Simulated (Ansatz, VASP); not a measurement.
## Two plane-wave programs on Mg3CdTe4

```
Mg Cd Te
1.0
     6.40255    0.00000    0.00000
     0.00000    6.40255    0.00000
     0.00000    0.00000    6.40255
Mg Cd Te
3 1 4
Direct
  0.00000 0.00000 0.50000
  0.00000 0.50000 0.00000
  0.50000 0.00000 0.00000
  0.50000 0.50000 0.50000
  0.75358 0.75358 0.75358
  0.75358 0.24642 0.24642
  0.24642 0.75358 0.24642
  0.24642 0.24642 0.75358
```

Alike in both runs: functional PBE; k mesh 4 × 4 × 4; occupations gaussian, width 0.02 eV; no spin polarisation.

Ansatz relaxed the structure, and its values are those at the end. VASP's run is a single point on that final structure, the one shown.

|  | VASP | Ansatz |
| --- | --- | --- |
| version | VASP 6.6.1 | Ansatz 0.2.0 |
| potentials or method | VASP PAW PBE potentials, release 64 (Mg, Cd, Te), cutoff 520 eV | scalar-relativistic, plane waves, PAW |
| valence electrons in the cell | 42 | 114 |

|  | VASP | Ansatz | Ansatz less VASP |
| --- | --- | --- | --- |
| gap on the k mesh at the Fermi level (eV) | 1.98 | 1.99 | +0.006 |
| least direct gap on the mesh (eV) | 1.98 | 1.99 | +0.006 |
| pressure (GPa) | 2.4 | 2.4 | -0.03 |
| rms of the force components (eV/Å) | 0.006 | 0.000 | -0.0063 |

The functional is the same, so the differences come from potentials, cutoffs and numerics. VASP's potentials hold 42 valence electrons a cell and Ansatz's 114, so a difference there can come from the potentials and not from the codes. Ansatz's warnings: stress scf threshold loose.

Spin-orbit coupling is off throughout.
